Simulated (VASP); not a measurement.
# C (Fd-3m) in VASP: further runs

The runs below take C through single point, with PBE.

Program: VASP 6.6.1. These are calculated values, not measurements. Logs are shortened: lines on timing, memory, paths and dates and some standing lists are left out, and cuts for length are marked.

## Step 1: The cell of the first run

The structure is cubic, space group Fd-3m (No. 227). The conventional cell has a = 3.567 Å, b = 3.567 Å, c = 3.567 Å, α = 90.00°, β = 90.00°, γ = 90.00°. C (site symmetry -43m) has 4 C at 1.54 Å within 2.1 Å.

## Step 2: Single point, PBE

INCAR

```
ALGO = Normal
EDIFF = 1E-6
ENCUT = 600
GGA = PE
GGA_COMPAT = F
ISIF = 2
ISMEAR = -1
LASPH = T
LCHARG = F
LREAL = F
LWAVE = F
NBANDS = 11
NELM = 120
PREC = Accurate
SIGMA = 0.1
```

KPOINTS

```
k-points
0
Gamma
  7 7 7
```

POSCAR

```
C
1.0
    0.0000000000      1.7834500000      1.7834500000
    1.7834500000      0.0000000000      1.7834500000
    1.7834500000      1.7834500000      0.0000000000
C
2
Direct
    0.5000000000      0.5000000000      0.5000000000
    0.7500000000      0.7500000000      0.7500000000
```

Potentials or basis: VASP PAW PBE potentials, release 64 (C).

Command:

```console
cat potpaw_PBE.64/C/POTCAR > POTCAR
mpirun -np 1 vasp_std > vasp.out
```

OUTCAR:

```text
EDIFF = 1E-6
   ENCUT = 600
   GGA = PE
   ISIF = 2
   ISMEAR = -1
   LASPH = T
   LREAL = F
   NELM = 120
   PREC = Accurate

 ion  position               nearest neighbor table
   1  0.500  0.500  0.500-   2 1.54   2 1.54   2 1.54   2 1.54
   2  0.750  0.750  0.750-   1 1.54   1 1.54   1 1.54   1 1.54

  LATTYP: Found a face centered cubic cell.
 ALAT       =     3.5669000000

  Lattice vectors:

 A1 = (   0.0000000000,   1.7834500000,   1.7834500000)
 A2 = (   1.7834500000,   0.0000000000,   1.7834500000)
 A3 = (   1.7834500000,   1.7834500000,   0.0000000000)

Analysis of symmetry for initial positions (statically):
=====================================================================
 Subroutine PRICEL returns:
 Original cell was already a primitive cell.

 Routine SETGRP: Setting up the symmetry group for a
 face centered cubic supercell.

 Subroutine GETGRP returns: Found 48 space group operations
 (whereof 24 operations were pure point group operations)
 out of a pool of 48 trial point group operations.

The static configuration has the point symmetry T_d .
 The point group associated with its full space group is O_h .

Analysis of symmetry for dynamics (positions and initial velocities):
=====================================================================
 Subroutine PRICEL returns:
 Original cell was already a primitive cell.

 Routine SETGRP: Setting up the symmetry group for a
 face centered cubic supercell.

 Subroutine GETGRP returns: Found 48 space group operations
 (whereof 24 operations were pure point group operations)
 out of a pool of 48 trial point group operations.

The dynamic configuration has the point symmetry T_d .
 The point group associated with its full space group is O_h .

 Subroutine INISYM returns: Found 48 space group operations
 (whereof 24 operations are pure point group operations),
 and found     1 'primitive' translations

----------------------------------------------------------------------------------------

                                     Primitive cell

  volume of cell :      11.3452

  direct lattice vectors                    reciprocal lattice vectors
     0.000000000  1.783450000  1.783450000    -0.280355491  0.280355491  0.280355491
     1.783450000  0.000000000  1.783450000     0.280355491 -0.280355491  0.280355491
     1.783450000  1.783450000  0.000000000     0.280355491  0.280355491 -0.280355491

  length of vectors
     2.522179178  2.522179178  2.522179178     0.485589954  0.485589954  0.485589954

  position of ions in fractional coordinates (direct lattice)
     0.500000000  0.500000000  0.500000000
     0.750000000  0.750000000  0.750000000

  ion indices of the primitive-cell ions
   primitive index   ion index
                 1           1
                 2           2

----------------------------------------------------------------------------------------

 KPOINTS: k-points

Automatic generation of k-mesh.
 Grid dimensions read from file:
 generate k-points for:    7    7    7

 Generating k-lattice:

  Cartesian coordinates                     Fractional coordinates (reciprocal lattice)
    -0.040050784  0.040050784  0.040050784     0.142857143  0.000000000  0.000000000
     0.040050784 -0.040050784  0.040050784     0.000000000  0.142857143  0.000000000
     0.040050784  0.040050784 -0.040050784     0.000000000  0.000000000  0.142857143

  Length of vectors
     0.069369993  0.069369993  0.069369993

  Shift w.r.t. Gamma in fractional coordinates (k-lattice)
     0.000000000  0.000000000  0.000000000

 Subroutine IBZKPT returns following result:
 ===========================================

 Found     20 irreducible k-points:

 Following reciprocal coordinates:
            Coordinates               Weight
  0.000000  0.000000  0.000000      1.000000
  0.142857  0.000000  0.000000      8.000000
  0.285714  0.000000  0.000000      8.000000
  0.428571  0.000000  0.000000      8.000000
  0.142857  0.142857  0.000000      6.000000
  0.285714  0.142857  0.000000     24.000000
[... 12 lines left out ...]
 -0.428571  0.428571  0.142857     24.000000
 -0.285714  0.428571  0.142857     24.000000
   k-points           NKPTS =     20   k-points in BZ     NKDIM =     20   number of bands    NBANDS=     11
   number of dos      NEDOS =    301   number of ions     NIONS =      2
   total plane-waves  NPLWV =   8000
   dimension x,y,z NGX =    20 NGY =   20 NGZ =   20
   dimension x,y,z NGXF=    40 NGYF=   40 NGZF=   40
   ions per type =               2
   NGX,Y,Z   is equivalent  to a cutoff of  13.18, 13.18, 13.18 a.u.
   NGXF,Y,Z  is equivalent  to a cutoff of  26.37, 26.37, 26.37 a.u.
 SYSTEM =  unknown system
   PREC   = accura    normal or accurate (medium, high low for compatibility)
   ISTART =      0    job   : 0-new  1-cont  2-samecut
   ICHARG =      2    charge: 1-file 2-atom 10-const
   ISPIN  =      1    spin polarized calculation?
   LNONCOLLINEAR =      F non collinear calculations
   LSORBIT =      F    spin-orbit coupling
   LASPH  =      T    aspherical Exc in radial PAW
   ENCUT  =  600.0 eV  44.10 Ry    6.64 a.u.   5.04  5.04  5.04*2*pi/ulx,y,z
   NELM   =    120;   NELMIN=  2; NELMDL= -5     # of ELM steps
   EDIFF  = 0.1E-05   stopping-criterion for ELM
   LREAL  =      F    real-space projection
   EDIFFG = 0.1E-04   stopping-criterion for IOM
   NSW    =      0    number of steps for IOM
   IBRION =     -1    ionic relax: 0-MD 1-quasi-New 2-CG
   NFREE  =      0    steps in history (QN), initial steepest desc. (CG)
   ISIF   =      2    stress and relaxation
   ISYM   =      2    0-nonsym 1-usesym 2-fastsym
   POTIM  = 0.5000    time-step for ionic-motion
   TEBEG  =    0.0;   TEEND  =   0.0 temperature during run
   PSTRESS=    0.0 pullay stress
   NELECT =       8.0000    total number of electrons
   NUPDOWN=      -1.0000    fix difference up-down
   EMIN   =  10.00;   EMAX   =-10.00  energy-range for DOS
   EFERMI =   0.00;   METHOD = LEGACY
   ISMEAR =    -1;   SIGMA  =   0.10  broadening in eV -4-tet -1-fermi 0-gaus
   EFERMI_NEDOS =   21; number of points for ismear=-14 and -15
   IALGO  =     38    algorithm
   IMIX   =      4    mixing-type and parameters
     AMIX     =   0.40;   BMIX     =  1.00
     AMIX_MAG =   1.60;   BMIX_MAG =  1.00
  volume/ion in A,a.u.               =       5.67        38.28
  Fermi-wavevector in a.u.,A,eV,Ry     =   1.457138  2.753591 28.888569  2.123250
  Thomas-Fermi vector in A             =   2.573974
   LORBIT       =      0    0 simple, 1 ext, 2 COOP (PROOUT), +10 PAW based schemes
   GGA     = PE    functional components
   LHFCALC =     F    Hartree Fock is set to
   AEXX    =    0.0000 exact exchange contribution
   IVDW    =     0    specifies the selected vdW correction
   LEPSILON=     F    determine dielectric tensor
   LRPA    =     F    only Hartree local field effects (RPA)
 non-spin polarized calculation
  energy-cutoff  :      600.00
  volume of cell :       11.35
 maximum number of plane-waves:       387
   NGX =  9   NGY =  9   NGZ =  9

 number of electron       7.9999999 magnetization

 Free energy of the ion-electron system (eV)
  ---------------------------------------------------
  ext. energy  EPLUGINS =         0.00000000
  ---------------------------------------------------
  free energy    TOTEN  =       -18.18743274 eV

  energy without entropy =      -18.18743274  energy(sigma->0) =      -18.18743274

 E-fermi :  11.7127     XC(G=0): -13.2495

 val. band max:        9.7277361913   @ k =   0.0000   0.0000   0.0000
 cond. band min:      13.9894350242   @ k =   0.4286   0.4286   0.0000
 fundamental gap:      4.2616988329
 Fermi energy:        11.7127410087

 k-point     1 :       0.0000    0.0000    0.0000
  band No.  band energies     occupation
      1     -11.7474      2.00000
      2       9.7277      2.00000
      3       9.7277      2.00000
      4       9.7277      2.00000
      5      15.3173      0.00000
      6      15.3173      0.00000
      7      15.3173      0.00000
      8      23.0560      0.00000
      9      29.0206      0.00000
     10      36.2616      0.00000
     11      36.2616      0.00000

 k-point     2 :       0.1429    0.0000    0.0000
  band No.  band energies     occupation
      1     -11.1835      2.00000
      2       6.7508      2.00000
      3       8.9190      2.00000
      4       8.9190      2.00000
      5      16.3809      0.00000
      6      16.3809      0.00000
      7      16.8346      0.00000
      8      23.5322      0.00000
      9      29.8201      0.00000
     10      32.8866      0.00000
     11      32.8866      0.00000

 k-point     3 :       0.2857    0.0000    0.0000
  band No.  band energies     occupation
      1      -9.5163      2.00000
      2       1.9263      2.00000
      3       7.7128      2.00000
      4       7.7128      2.00000
      5      17.7746      0.00000
      6      17.7746      0.00000
      7      18.0857      0.00000
      8      24.6463      0.00000
      9      30.5280      0.00000
     10      32.3370      0.00000
     11      32.3370      0.00000

 k-point     4 :       0.4286    0.0000    0.0000
  band No.  band energies     occupation
      1      -6.9224      2.00000
      2      -2.4635      2.00000
      3       7.0173      2.00000
      4       7.0173      2.00000
      5      18.1703      0.00000
      6      18.1703      0.00000
      7      18.5257      0.00000
      8      25.3540      0.00000
      9      31.2686      0.00000
     10      34.2927      0.00000
     11      34.8384      0.00000
[... 183 lines left out ...]
 k-point    18 :      -0.4286    0.2857    0.1429
  band No.  band energies     occupation
      1      -5.5512      2.00000
      2      -1.2828      2.00000
      3       2.7342      2.00000
      4       4.7548      2.00000
      5      18.1084      0.00000
      6      19.4362      0.00000
      7      22.6474      0.00000
      8      23.9963      0.00000
      9      28.5950      0.00000
     10      32.8710      0.00000
     11      36.3836      0.00000

 k-point    19 :      -0.4286    0.4286    0.1429
  band No.  band energies     occupation
      1      -4.6213      2.00000
      2      -0.6666      2.00000
      3       2.1655      2.00000
      4       2.8257      2.00000
      5      16.7328      0.00000
      6      17.9423      0.00000
      7      23.4266      0.00000
      8      25.4476      0.00000
      9      30.9635      0.00000
     10      32.1932      0.00000
     11      39.6354      0.00000

 k-point    20 :      -0.2857    0.4286    0.1429
  band No.  band energies     occupation
      1      -3.2898      2.00000
      2      -1.6206      2.00000
      3       0.5875      2.00000
      4       3.1366      2.00000
      5      17.8797      0.00000
      6      21.4909      0.00000
      7      22.5082      0.00000
      8      23.3549      0.00000
      9      29.0005      0.00000
     10      32.5981      0.00000
     11      37.5544      0.00000

------------------------ aborting loop because EDIFF is reached ----------------------------------------

  FORCE on cell =-STRESS in cart. coord.  units (eV):
  Direction    XX          YY          ZZ          XY          YZ          ZX
  --------------------------------------------------------------------------------------
  -------------------------------------------------------------------------------------
  Total        0.1227704      0.1227704      0.1227704     -0.0000000      0.0000000     -0.0000000
  in kB       17.3376965     17.3376965     17.3376965     -0.0000000      0.0000000     -0.0000000
  external PRESSURE =      17.3376965 kB  Pullay stress =       0.0000000 kB

 VOLUME and BASIS-vectors are now :
 -----------------------------------------------------------------------------
  energy-cutoff  :      600.00
  volume of cell :       11.35
      direct lattice vectors                 reciprocal lattice vectors
     0.000000000  1.783450000  1.783450000    -0.280355491  0.280355491  0.280355491
     1.783450000  0.000000000  1.783450000     0.280355491 -0.280355491  0.280355491
     1.783450000  1.783450000  0.000000000     0.280355491  0.280355491 -0.280355491

 POSITION                                       TOTAL-FORCE (eV/Angst)
 -----------------------------------------------------------------------------------
      1.78345      1.78345      1.78345        -0.000000     -0.000000     -0.000000
      2.67517      2.67517      2.67517         0.000000      0.000000      0.000000
 -----------------------------------------------------------------------------------
    total drift:                                0.000000     -0.000000      0.000000

  FREE ENERGIE OF THE ION-ELECTRON SYSTEM (eV)
  ---------------------------------------------------
  free  energy   TOTEN  =       -18.1874327370 eV

  energy  without entropy=      -18.1874327369  energy(sigma->0) =      -18.18743274
```

It took 2.5 s on 1 thread of Intel Xeon 6975P-C, shared host; peak memory 0.12 GiB.

Results:

* Free energy: -18.1874 eV
* Pressure: 1.7 GPa
* Band gap on the k mesh: 4.26 eV, indirect (least direct gap 5.59 eV)

Caveat: the k points lie up to 0.44 Å⁻¹ apart.

## Step 3: Single point, PBE

INCAR

```
PREC = Accurate
ENCUT = 600
EDIFF = 1E-6
ISMEAR = -1
SIGMA = 0.1
LREAL = F
LASPH = T
NELM = 120
ALGO = Normal
ISIF = 2
LWAVE = F
LCHARG = T
GGA = PE
LELF = T
LVHAR = T
NBANDS = 11
GGA_COMPAT = F
```

KPOINTS

```
Automatic mesh
0
Gamma
  14 14 14
```

POSCAR is that of step 2.

Potentials or basis: VASP PAW PBE potentials, release 64 (C).

Command:

```console
cat potpaw_PBE.64/C/POTCAR > POTCAR
mpirun -np 1 vasp_std > vasp.out
```

Run time: 7.5 s. Hardware: 1 thread of Intel Xeon 6975P-C, shared host; peak memory 0.13 GiB.

Results (log left out):

```yaml
Free_energy: -18.1901 eV
Pressure: 1.7 GPa
Band_gap_on_the_k_mesh: 4.13 eV, indirect (least direct gap 5.59 eV)
```

Levels at points of the mesh, in eV from the valence-band top:
```csv
k point,band 1,band 2,band 3,band 4,band 5,band 6,band 7,band 8,band 9
"(0.00, 0.00, 0.00)",-21.47,0.00,0.00,0.00,5.59,5.59,5.59,13.33,19.29
"(0.50, 0.00, 0.00)",-15.70,-13.37,-2.80,-2.80,8.46,8.46,8.85,15.70,21.89
"(0.50, 0.50, 0.00)",-12.76,-12.76,-6.30,-6.30,4.76,4.76,16.80,16.80,23.22
```

A k mesh can miss the band edges. A hybrid or GW would open this gap; PBE tends to underestimate it.

## Step 4: Single point, PBE

INCAR

```
PREC     = Accurate       # precision mode
ENCUT    = 600            # plane-wave cutoff, eV
EDIFF    = 1E-6           # SCF threshold, eV
ISMEAR   = -1             # smearing method
SIGMA    = 5E-4           # smearing width, eV
LREAL    = F              # projectors in reciprocal space
LASPH    = T              # aspherical terms in the spheres
NELM     = 120            # most SCF steps
ALGO     = Normal         # electronic algorithm
ISIF     = 2              # what is computed and relaxed
LWAVE    = F              # write WAVECAR
LCHARG   = F              # write CHGCAR
GGA      = PE             # functional
NBANDS   = 11             # bands
GGA_COMPAT= F
```

KPOINTS

```
regular mesh
0
Gamma
  14 14 14
```

POSCAR is that of step 3.

Command:

```console
cat potpaw_PBE.64/C/POTCAR > POTCAR
mpirun -np 1 vasp_std > vasp.out
```

Wall time 7.6 s (1 thread of Intel Xeon 6975P-C, shared host); peak memory 0.13 GiB.

Results (log left out):

```
Free energy            : -18.1901 eV
Pressure               : 1.7 GPa
Band gap on the k mesh : 4.13 eV, indirect (least direct gap 5.59 eV)
```

Levels at points of the mesh, in eV from the valence-band top:
| k point | band 1 | band 2 | band 3 | band 4 | band 5 | band 6 | band 7 | band 8 | band 9 |
| --- | --- | --- | --- | --- | --- | --- | --- | --- | --- |
| (0.00, 0.00, 0.00) | -21.47 | 0.00 | 0.00 | 0.00 | 5.59 | 5.59 | 5.59 | 13.33 | 19.29 |
| (0.50, 0.00, 0.00) | -15.70 | -13.37 | -2.80 | -2.80 | 8.46 | 8.46 | 8.85 | 15.70 | 21.89 |
| (0.50, 0.50, 0.00) | -12.76 | -12.76 | -6.30 | -6.30 | 4.76 | 4.76 | 16.80 | 16.80 | 23.22 |

A k mesh can miss the band edges. Expect the measured gap to be larger: semilocal functionals such as PBE lack the derivative discontinuity.

(Part 1 of 2 ends here.)
